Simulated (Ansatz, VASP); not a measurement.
**Two plane-wave programs on AsAu**

File INCAR:

```
PREC = Accurate ; ENCUT = 520
EDIFF = 1E-6 ; ISMEAR = 0
SIGMA = 0.05 ; LREAL = F
LASPH = T ; NELM = 80
ALGO = Normal ; ISIF = 2
LWAVE = F ; LCHARG = T
GGA = PS ; LELF = T
LVHAR = T ; NBANDS = 15
```

File KPOINTS:

```
regular mesh
0
Gamma
  10 10 10
```

Contents of POSCAR:

```
AsAu
1.0
    0.0000000000      2.8296741802      2.8296741802
    2.8296741802      0.0000000000      2.8296741802
    2.8296741802      2.8296741802      0.0000000000
Au As
1 1
Direct
    0.0000000000      0.0000000000      0.0000000000
    0.2500000000      0.2500000000      0.2500000000
```

Input for Ansatz:

```yaml
crystal:
  lattice:
    - [0.0, 2.8296741802, 2.8296741802]
    - [2.8296741802, 0.0, 2.8296741802]
    - [2.8296741802, 2.8296741802, 0.0]
  atoms:
    - { symbol: Au, position: [0.0, 0.0, 0.0] }
    - { symbol: As, position: [0.25, 0.25, 0.25] }
basis:
  ecutwfc: 420
  ecutrho_ratio: 4
kpoints:
  mp_grid: { grid: [10, 10, 10] }
hamiltonian:
  xc: pbesol
scf:
  occupations: { method: gaussian, width: 0.05 }
output:
  forces: true
  stress: true
  eigenvalues: true
```

Alike in both runs: task single point; functional PBEsol; k mesh 10 × 10 × 10; occupations gaussian, width 0.05 eV; no spin polarisation.

|  | VASP | Ansatz |
| --- | --- | --- |
| version | VASP 6.6.1 | Ansatz 0.2.0 |
| potentials or method | VASP PAW PBE potentials, release 64 (Au, As), cutoff 520 eV | scalar-relativistic, plane waves, PAW |
| valence electrons in the cell | 16 | 34 |

|  | VASP | Ansatz | Ansatz less VASP |
| --- | --- | --- | --- |
| gap on the k mesh at the Fermi level (eV) | none | none | - |
| pressure (GPa) | 4.0 | 4.0 | -0.04 |

VASP's potentials were made for PBE, not for PBEsol. A gap of «none» marks a metal or a gap that the smearing closes. The functional is the same, so the differences come from potentials, cutoffs and numerics. VASP's potentials hold 16 valence electrons a cell and Ansatz's 34, so a difference there can come from the potentials and not from the codes.

Neither program's run includes spin-orbit coupling.
